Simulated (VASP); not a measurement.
Wanted: the native input for a VASP 6.6.1 run.

* Task: single point
* Functional: PBE
* Potentials or basis: VASP PAW PBE potentials, release 64 (Pb_d, Se)
* Cutoff: 520 eV
* k mesh: 8 × 8 × 8
* Occupations: fermi-dirac, width 0.02 eV
* Spin: no spin polarisation
* Dipole correction: no
* Further INCAR settings: ALGO = Normal; EDIFF = 1e-07; NBANDS = 17

The structure of PbSe lies in POSCAR:

```
PbSe
1.0
    0.0000000000      3.0887022195      3.1813632861
    3.0887022195      0.0000000000      3.1813632861
    3.0887022195      3.0887022195      0.0000000000
Pb Se
1 1
Direct
    0.0000000000      0.0000000000      0.0000000000
    0.5000000000      0.5000000000      0.5000000000
```

This cell differs from its parent crystal: uniaxial z strain +3.0%.

The input as run:

INCAR

```
ALGO = Normal
EDIFF = 1E-7
ENCUT = 520
GGA = PE
ISIF = 2
ISMEAR = -1
LASPH = True
LCHARG = False
LREAL = False
LWAVE = False
NBANDS = 17
NELM = 60
PREC = Accurate
SIGMA = 0.02
```

KPOINTS

```
k-points
0
Gamma
  8 8 8
```

Potentials or basis: VASP PAW PBE potentials, release 64 (Pb_d, Se).

Command:

```sh
$ cat potpaw_PBE.64/Pb_d/POTCAR potpaw_PBE.64/Se/POTCAR > POTCAR
$ mpirun -np 1 vasp_std > vasp.out
```

It gave:

```
Pressure               : -0.4 GPa
Band gap on the k mesh : 0.45 eV
```

Caveat: the cell differs from its parent crystal (uniaxial z strain +3.0%); spin-orbit coupling is left out, which moves the levels of the heavy elements.

Wall time 98 s on 1 thread of Intel Xeon 8259CL, on a shared host, peak memory 0.23 GiB.
